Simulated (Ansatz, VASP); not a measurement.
## TaN in VASP and in Ansatz

The input INCAR:

```
SYSTEM = TaN
PREC = Accurate ; ENCUT = 520
EDIFF = 1E-8 ; ISMEAR = -1
SIGMA = 0.01 ; LREAL = .False.
LASPH = .True. ; NELM = 60
ALGO = Normal ; ISIF = 2
LWAVE = .False. ; LCHARG = .False.
GGA = PE ; LEFG = .True.
NBANDS = 24
```

KPOINTS

```
Automatic mesh
0
Gamma
  9 9 5
  0 0 0
```

File POSCAR:

```
TaN
1.0
    3.0702003619      0.0000000000      0.0000000000
   -1.5351001810      2.6588715082      0.0000000000
    0.0000000000      0.0000000000      4.9727161852
Ta N
2 2
Direct
    0.3333333333      0.6666666667      0.0000000000
    0.6666666667      0.3333333333      0.5000000000
    0.3333333333      0.6666666667      0.3850000000
    0.6666666667      0.3333333333      0.8850000000
```

Input for Ansatz:

```yaml
crystal:
  lattice:
    - [3.0702003619, 0.0, 0.0]
    - [-1.535100181, 2.6588715082, 0.0]
    - [0.0, 0.0, 4.9727161852]
  atoms:
    - { symbol: Ta, position: [0.3333333333, 0.6666666667, 0.0] }
    - { symbol: Ta, position: [0.6666666667, 0.3333333333, 0.5] }
    - { symbol: "N", position: [0.3333333333, 0.6666666667, 0.385] }
    - { symbol: "N", position: [0.6666666667, 0.3333333333, 0.885] }
kpoints:
  mp_grid: { grid: [9, 9, 5] }
scf:
  occupations: { method: fermi_dirac, width: 0.01 }
hamiltonian:
  xc: pbe
  pseudopotentials: { kind: paw }
output:
  forces: true
  stress: true
  eigenvalues: true
  efg: { contact_densities: true }
  write_density: true
  write_potential: true
  elf: true
  volumetric_format: npy
```

Change from the starting cell: volume scaled by 1.02, PAW files.

Alike in both runs: task electric field gradients; functional PBE; k mesh 9 × 9 × 5; occupations fermi-dirac, width 0.01 eV; no spin polarisation.

|  | VASP | Ansatz |
| --- | --- | --- |
| version | VASP 6.6.1 | Ansatz 0.2.0 |
| potentials or method | VASP PAW PBE potentials, release 64 (Ta_pv, N) | PAW with Ansatz's default frozen-core files, scalar-relativistic |
| plane-wave cutoff (eV) | 520 | 420 |
| valence electrons in the cell | 32 | 36 |

```tsv
	VASP	Ansatz	Ansatz less VASP
pressure (GPa)	126.1	123.3	-2.88
traceless stress, the component that is largest in VASP (GPa)	-15.43	-15.08	+0.351
rms of the force components (eV/Å)	1.326	1.307	-0.0192
size of Vzz on the site where it differs most (V/Å²)	121.4	128.1	+6.70
```

Atom by atom the forces differ by 0.019 eV/Å (rms over components). Both programs put the cell under a high pressure, so it lies far from rest at this level. VASP's potentials hold 32 valence electrons a cell and Ansatz's 36, so a difference there can come from the potentials and not from the codes.

Spin-orbit coupling is off throughout. Noted on VASP's run: the cell as given lies far from equilibrium.
